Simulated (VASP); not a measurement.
Runs of VASP 6.6.1 on NbTe. The structure is that of space group P-6m2 (No. 187), or close to it. The cells are those of the table. 

| cell | gap on the mesh (eV) | pressure (GPa) |
| --- | --- | --- |
| a = 3.653, b = 3.653, c = 3.644 Å, angles 90.0, 90.0, 120.0°, 2 atoms | none | -0.2 |
| a = 3.549, b = 3.549, c = 3.540 Å, angles 90.0, 90.0, 120.0°, 2 atoms | none | (b) |
| a = 3.752, b = 3.752, c = 3.743 Å, angles 90.0, 90.0, 120.0°, 2 atoms | none | (a) |
| a = 3.799, b = 3.799, c = 3.790 Å, angles 90.0, 90.0, 120.0°, 2 atoms | none | -12.2 |
| a = 3.846, b = 3.846, c = 3.836 Å, angles 90.0, 90.0, 120.0°, 2 atoms | none | -14.6 |

Alike in all rows: task single point; level PBEsol; potentials or basis VASP PAW PBE potentials, release 64 (Nb_sv, Te); no spin polarisation; k mesh 7 × 7 × 6; cutoff (eV) 500; smearing fermi-dirac 0.1 eV.

Task: Estimate the missing entries.

Result: (a) -9.1; (b) 14.1.

Caveats: the PAW data sets were made with another functional, which shifts forces and pressure a little; spin-orbit coupling is left out, which moves the levels of the heavy elements.

A k mesh can miss the band edges, and the runs leave out spin-orbit coupling on Nb, Te.

A gap of «none» marks levels without a gap at the run's occupations.
